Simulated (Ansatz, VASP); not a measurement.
AlInSbN2: VASP beside Ansatz

```
Al In Sb N
1.0
     2.92602    0.00000    0.00000
     0.00000    5.35776    0.00000
     0.00000    0.00000   11.09093
Al In Sb N
1 1 1 2
Direct
  0.00000 0.50000 0.41159
  0.00000 0.00000 0.52082
  0.00000 0.50000 0.67089
  0.00000 0.00000 0.10095
  0.00000 0.00000 0.00161
```

Alike in both runs: functional PBE; k mesh 12 × 8 × 4; occupations gaussian, width 0.1 eV; no spin polarisation.

Ansatz relaxed the structure, and its values are those at the end. VASP's run is a single point on that final structure, the one shown.

|  | VASP | Ansatz |
| --- | --- | --- |
| version | VASP 6.6.1 | Ansatz 0.2.0 |
| potentials or method | VASP PAW PBE potentials, release 64 (Al, In_d, Sb_d_GW, N), cutoff 700 eV | scalar-relativistic, plane waves, PAW |
| valence electrons in the cell | 41 | 41 |

|  | VASP | Ansatz | Ansatz less VASP |
| --- | --- | --- | --- |
| gap on the k mesh at the Fermi level (eV) | none | none | - |
| pressure (GPa) | 0.5 | 0.0 | -0.51 |
| rms of the force components (eV/Å) | 0.601 | 0.003 | -0.5971 |

A gap of «none» marks a metal or a gap that the smearing closes. One of these differences is far larger than is usual between the two programs; its cause wasn't traced. The functional is the same, so the differences come from potentials, cutoffs and numerics. Ansatz's warnings: xc potential rough in thin density.

Spin-orbit coupling is off throughout. Noted on VASP's run: the standard files for N, O and F lose accuracy on very short bonds.
